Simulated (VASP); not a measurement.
Set up this calculation in VASP 6.6.1, as the native input.

```
Task                   : single point
Functional             : PBE
Potentials or basis    : VASP PAW PBE potentials, release 64 (Mg, O)
Cutoff                 : 520 eV
k mesh                 : 10 × 10 × 10
Occupations            : gaussian, width 0.02 eV
Spin                   : no spin polarisation
Dipole correction      : no
Further INCAR settings : ALGO = Normal; EDIFF = 1e-06; NBANDS = 11
```

The structure of MgO (e600) lies in POSCAR:

```
MgO
1.0
    0.0000000000      2.0736110011      2.0736110011
    2.0736110011      0.0000000000      2.0736110011
    2.0736110011      2.0736110011      0.0000000000
Mg O
1 1
Direct
    0.0000000000      0.0000000000      0.0000000000
    0.5000000000      0.5000000000      0.5000000000
```

These files were run (other wordings do the same):

INCAR

```
SYSTEM = MgO
ALGO = Normal
EDIFF = 1E-6
ENCUT = 520
GGA = PE
ISIF = 2
ISMEAR = 0
LASPH = .True.
LCHARG = .False.
LREAL = .False.
LWAVE = .False.
NBANDS = 11
NELM = 60
PREC = Accurate
SIGMA = 0.02
```

KPOINTS

```
k-points
0
Gamma
  10 10 10
  0 0 0
```

Potentials or basis: VASP PAW PBE potentials, release 64 (Mg, O).

Run with:

```sh
$ cat potpaw_PBE.64/Mg/POTCAR potpaw_PBE.64/O/POTCAR > POTCAR
$ mpirun -np 1 vasp_std > vasp.out
```

It gave:

The pressure is 12.6 GPa. The band gap on the k mesh is 5.19 eV, direct.

It took 3.6 s on 1 thread of Intel(R) Xeon(R) 6975P-C (Granite Rapids), with other jobs on the host, peak memory 0.14 GiB.
